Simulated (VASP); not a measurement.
# PbS in VASP: single point with PBE

Aim: the single point of PbS with PBE.

All numbers are computed with VASP 6.6.1; they aren't measurements. Logs are shortened: lines on timing, memory, paths and dates and some standing lists are left out, and cuts for length are marked.

## 1. The cell of the first run

The typed cell holds 4 atoms: a = 4.249 Å, b = 4.249 Å, c = 6.009 Å, α = 90.00°, β = 90.01°, γ = 90.00°.

## 2. Single point, PBE

Contents of INCAR:

```
SYSTEM = PbS
ALGO = Normal
EDIFF = 1E-7
ENCUT = 520
GGA = PE
ISIF = 2
ISMEAR = 0
LASPH = .TRUE.
LCHARG = .TRUE.
LELF = .TRUE.
LREAL = .FALSE.
LVHAR = .TRUE.
LWAVE = .FALSE.
NBANDS = 28
NELM = 80
PREC = Accurate
SIGMA = 0.02
```

Contents of KPOINTS:

```
k-points
0
G
  8 6 6
  0 0 0
```

Contents of POSCAR:

```
PbS
1.0
    4.2077174768      0.0994452876      0.5794056975
   -0.1075558366      4.2473519141      0.0514303816
   -0.8186285715     -0.0930016538      5.9526587909
Pb S
2 2
Direct
    0.7499421415      0.7500024002      0.7500063300
    0.2500578585      0.2499975998      0.2499936700
    0.2500075071      0.2500001520      0.7500094742
    0.7499924929      0.7499998480      0.2499905258
```

Potentials or basis: VASP PAW PBE potentials, release 64 (Pb_d, S).

The run is started by

```console
$ cat potpaw_PBE.64/Pb_d/POTCAR potpaw_PBE.64/S/POTCAR > POTCAR
$ mpirun -np 1 vasp_std > vasp.out
```

OUTCAR:

```text
SYSTEM = PbS
   EDIFF = 1E-7
   ENCUT = 520
   GGA = PE
   ISIF = 2
   ISMEAR = 0
   LASPH = .TRUE.
   LREAL = .FALSE.
   NELM = 80
   PREC = Accurate

 ion  position               nearest neighbor table
   1  0.750  0.750  0.750-   3 3.00   3 3.00   3 3.00   3 3.00   4 3.00   4 3.00
   2  0.250  0.250  0.250-   4 3.00   4 3.00   4 3.00   4 3.00   3 3.00   3 3.00
   3  0.250  0.250  0.750-   1 3.00   1 3.00   1 3.00   1 3.00   2 3.00   2 3.00
   4  0.750  0.750  0.250-   2 3.00   2 3.00   2 3.00   2 3.00   1 3.00   1 3.00

  LATTYP: Found a triclinic cell.
 ALAT       =     8.4976729708
 B/A-ratio  =     0.5000221590
 C/A-ratio  =     0.4999705742
 COS(alpha) =     0.0000214036
 COS(beta)  =     0.4998482711
 COS(gamma) =     0.5000554309

  Lattice vectors:

 A1 = (   3.4966447419,  -4.2409082803,   6.4806341068)
 A2 = (   0.1075558366,  -4.2473519141,  -0.0514303816)
 A3 = (   4.2077174768,   0.0994452876,   0.5794056975)

Analysis of symmetry for initial positions (statically):
=====================================================================
 Subroutine PRICEL returns:
 Original cell was already a primitive cell.

 Routine SETGRP: Setting up the symmetry group for a
 triclinic supercell.

 Subroutine GETGRP returns: Found  2 space group operations
 (whereof  2 operations were pure point group operations)
 out of a pool of  2 trial point group operations.

The static configuration has the point symmetry S_2 .

Analysis of symmetry for dynamics (positions and initial velocities):
=====================================================================
 Subroutine PRICEL returns:
 Original cell was already a primitive cell.

 Routine SETGRP: Setting up the symmetry group for a
 triclinic supercell.

 Subroutine GETGRP returns: Found  2 space group operations
 (whereof  2 operations were pure point group operations)
 out of a pool of  2 trial point group operations.

The dynamic configuration has the point symmetry S_2 .

 Subroutine INISYM returns: Found  2 space group operations
 (whereof  2 operations are pure point group operations),
 and found     1 'primitive' translations

----------------------------------------------------------------------------------------

                                     Primitive cell

  volume of cell :     108.4839

  direct lattice vectors                    reciprocal lattice vectors
     4.207717477  0.099445288  0.579405698     0.233102107  0.005513638  0.032143086
    -0.107555837  4.247351914  0.051430382    -0.005953415  0.235255465  0.002856793
    -0.818628572 -0.093001654  5.952658791    -0.022637700 -0.002569257  0.164838809

  length of vectors
     4.248586435  4.249024785  6.009405023     0.235372408  0.235348121  0.166405828

  position of ions in fractional coordinates (direct lattice)
     0.749942142  0.750002400  0.750006330
     0.250057858  0.249997600  0.249993670
     0.250007507  0.250000152  0.750009474
     0.749992493  0.749999848  0.249990526

  ion indices of the primitive-cell ions
   primitive index   ion index
                 1           1
                 2           2
                 3           3
                 4           4

----------------------------------------------------------------------------------------

 KPOINTS: k-points

Automatic generation of k-mesh.
 Grid dimensions read from file:
 generate k-points for:    8    6    6

 Generating k-lattice:

  Cartesian coordinates                     Fractional coordinates (reciprocal lattice)
     0.029137763  0.000689205  0.004017886     0.125000000 -0.000000000  0.000000000
    -0.000992236  0.039209244  0.000476132    -0.000000000  0.166666667  0.000000000
    -0.003772950 -0.000428210  0.027473135     0.000000000  0.000000000  0.166666667

  Length of vectors
     0.029421551  0.039224687  0.027734305

  Shift w.r.t. Gamma in fractional coordinates (k-lattice)
     0.000000000  0.000000000  0.000000000

 Subroutine IBZKPT returns following result:
 ===========================================

 Found    148 irreducible k-points:

 Following reciprocal coordinates:
            Coordinates               Weight
  0.000000  0.000000  0.000000      1.000000
  0.125000  0.000000  0.000000      2.000000
  0.250000  0.000000  0.000000      2.000000
  0.375000 -0.000000 -0.000000      2.000000
  0.500000  0.000000  0.000000      1.000000
  0.000000  0.166667  0.000000      2.000000
[... 16 lines left out ...]
  0.125000  0.500000  0.000000      2.000000
  0.250000  0.500000  0.000000      2.000000
 [... further k-points ...]
   k-points           NKPTS =    148   k-points in BZ     NKDIM =    148   number of bands    NBANDS=     28
   number of dos      NEDOS =    301   number of ions     NIONS =      4
   total plane-waves  NPLWV =  49152
   dimension x,y,z NGX =    32 NGY =   32 NGZ =   48
   dimension x,y,z NGXF=    64 NGYF=   64 NGZF=   96
   ions per type =               2   2
   NGX,Y,Z   is equivalent  to a cutoff of  12.52, 12.52, 13.28 a.u.
   NGXF,Y,Z  is equivalent  to a cutoff of  25.04, 25.04, 26.56 a.u.
 SYSTEM =  PbS
   PREC   = accura    normal or accurate (medium, high low for compatibility)
   ISTART =      0    job   : 0-new  1-cont  2-samecut
   ICHARG =      2    charge: 1-file 2-atom 10-const
   ISPIN  =      1    spin polarized calculation?
   LNONCOLLINEAR =      F non collinear calculations
   LSORBIT =      F    spin-orbit coupling
   LASPH  =      T    aspherical Exc in radial PAW
   ENCUT  =  520.0 eV  38.22 Ry    6.18 a.u.   7.90  7.90 11.17*2*pi/ulx,y,z
   NELM   =     80;   NELMIN=  2; NELMDL= -5     # of ELM steps
   EDIFF  = 0.1E-06   stopping-criterion for ELM
   LREAL  =      F    real-space projection
   EDIFFG = 0.1E-05   stopping-criterion for IOM
   NSW    =      0    number of steps for IOM
   IBRION =     -1    ionic relax: 0-MD 1-quasi-New 2-CG
   NFREE  =      0    steps in history (QN), initial steepest desc. (CG)
   ISIF   =      2    stress and relaxation
   ISYM   =      2    0-nonsym 1-usesym 2-fastsym
   POTIM  = 0.5000    time-step for ionic-motion
   TEBEG  =    0.0;   TEEND  =   0.0 temperature during run
   PSTRESS=    0.0 pullay stress
   NELECT =      40.0000    total number of electrons
   NUPDOWN=      -1.0000    fix difference up-down
   EMIN   =  10.00;   EMAX   =-10.00  energy-range for DOS
   EFERMI =   0.00;   METHOD = LEGACY
   ISMEAR =     0;   SIGMA  =   0.02  broadening in eV -4-tet -1-fermi 0-gaus
   EFERMI_NEDOS =   21; number of points for ismear=-14 and -15
   IALGO  =     38    algorithm
   IMIX   =      4    mixing-type and parameters
     AMIX     =   0.40;   BMIX     =  1.00
     AMIX_MAG =   1.60;   BMIX_MAG =  1.00
  volume/ion in A,a.u.               =      27.12       183.02
  Fermi-wavevector in a.u.,A,eV,Ry     =   1.173923  2.218394 18.750137  1.378096
  Thomas-Fermi vector in A             =   2.310329
   LORBIT       =      0    0 simple, 1 ext, 2 COOP (PROOUT), +10 PAW based schemes
   GGA     = PE    functional components
   LHFCALC =     F    Hartree Fock is set to
   AEXX    =    0.0000 exact exchange contribution
   IVDW    =     0    specifies the selected vdW correction
   LEPSILON=     F    determine dielectric tensor
   LRPA    =     F    only Hartree local field effects (RPA)
 non-spin polarized calculation
 Gauss-broadening in eV      SIGMA  =   0.02
  energy-cutoff  :      520.00
  volume of cell :      108.48
 maximum number of plane-waves:      2952
   NGX = 15   NGY = 15   NGZ = 23

 number of electron      40.0000011 magnetization

 Free energy of the ion-electron system (eV)
  ---------------------------------------------------
  ext. energy  EPLUGINS =         0.00000000
  ---------------------------------------------------
  free energy    TOTEN  =       -17.53912935 eV

  energy without entropy =      -17.53912935  energy(sigma->0) =      -17.53912935

 E-fermi :   5.4077     XC(G=0):  -9.5002

 val. band max:        5.2813724005   @ k =   0.0000   0.5000   0.5000
 cond. band min:       5.7795802298   @ k =   0.5000   0.0000   0.5000
 fundamental gap:      0.4982078293
 Fermi energy:         5.4077097456

 k-point     1 :       0.0000    0.0000    0.0000
  band No.  band energies     occupation
      1     -11.5541      2.00000
      2     -11.4675      2.00000
      3     -11.4464      2.00000
      4     -11.4461      2.00000
      5     -11.4460      2.00000
      6     -11.4289      2.00000
[... 20 lines left out ...]
     27      10.8564      0.00000
     28      12.1478      0.00000

 k-point     2 :       0.1250    0.0000    0.0000
  band No.  band energies     occupation
      1     -11.5449      2.00000
      2     -11.4622      2.00000
      3     -11.4460      2.00000
      4     -11.4442      2.00000
      5     -11.4431      2.00000
      6     -11.4314      2.00000
[... 20 lines left out ...]
     27      10.8156      0.00000
     28      12.1086      0.00000

 k-point     3 :       0.2500    0.0000    0.0000
  band No.  band energies     occupation
      1     -11.5216      2.00000
      2     -11.4481      2.00000
      3     -11.4450      2.00000
      4     -11.4430      2.00000
      5     -11.4381      2.00000
      6     -11.4376      2.00000
[... 20 lines left out ...]
     27      11.5740      0.00000
     28      12.3995      0.00000

 k-point     4 :       0.3750   -0.0000   -0.0000
  band No.  band energies     occupation
      1     -11.4937      2.00000
      2     -11.4522      2.00000
      3     -11.4427      2.00000
      4     -11.4413      2.00000
      5     -11.4344      2.00000
      6     -11.4306      2.00000
[... 578 lines left out ...]
     27      13.6983      0.00000
     28      13.6984      0.00000

 k-point    23 :       0.1250    0.5000    0.0000
  band No.  band energies     occupation
      1     -11.4829      2.00000
      2     -11.4829      2.00000
      3     -11.4424      2.00000
      4     -11.4424      2.00000
      5     -11.4377      2.00000
      6     -11.4377      2.00000
[... 20 lines left out ...]
     27      12.4694      0.00000
     28      12.4696      0.00000

 k-point    24 :       0.2500    0.5000    0.0000
  band No.  band energies     occupation
      1     -11.5142      2.00000
      2     -11.5142      2.00000
      3     -11.4549      2.00000
      4     -11.4549      2.00000
      5     -11.4232      2.00000
      6     -11.4232      2.00000
[... 20 lines left out ...]
     27      11.4949      0.00000
     28      11.4950      0.00000

 [... further k-points ...]

------------------------ aborting loop because EDIFF is reached ----------------------------------------

  FORCE on cell =-STRESS in cart. coord.  units (eV):
  Direction    XX          YY          ZZ          XY          YZ          ZX
  --------------------------------------------------------------------------------------
  -------------------------------------------------------------------------------------
  Total       -0.0457316     -0.0476144     -0.0433634      0.0007342      0.0005469      0.0023352
  in kB       -0.6754013     -0.7032079     -0.6404261      0.0108440      0.0080770      0.0344877
  external PRESSURE =      -0.6730118 kB  Pullay stress =       0.0000000 kB

 VOLUME and BASIS-vectors are now :
 -----------------------------------------------------------------------------
  energy-cutoff  :      520.00
  volume of cell :      108.48
      direct lattice vectors                 reciprocal lattice vectors
     4.207717477  0.099445288  0.579405698     0.233102107  0.005513638  0.032143086
    -0.107555837  4.247351914  0.051430382    -0.005953415  0.235255465  0.002856793
    -0.818628572 -0.093001654  5.952658791    -0.022637700 -0.002569257  0.164838809

 POSITION                                       TOTAL-FORCE (eV/Angst)
 -----------------------------------------------------------------------------------
      2.46090      3.19035      4.93763         0.000244     -0.000005     -0.000003
      0.82063      1.06345      1.64587        -0.000244      0.000005      0.000003
      0.41109      1.01695      4.62226        -0.000004      0.000002     -0.000037
      2.87044      3.23685      1.96123         0.000004     -0.000002      0.000037
 -----------------------------------------------------------------------------------
    total drift:                                0.000000      0.000000     -0.000000

  FREE ENERGIE OF THE ION-ELECTRON SYSTEM (eV)
  ---------------------------------------------------
  free  energy   TOTEN  =       -17.5391293453 eV

  energy  without entropy=      -17.5391293453  energy(sigma->0) =      -17.53912935
```

Wall time 1.9 min (1 thread of Intel Xeon 6975P-C (Granite Rapids), shared host); peak memory 0.48 GiB.

What came out:

```yaml
Free_energy: -17.5391 eV
Pressure: -0.1 GPa
Band_gap_on_the_k_mesh: 0.50 eV
```

Caveat: spin-orbit coupling is left out, which moves the levels of the heavy elements.
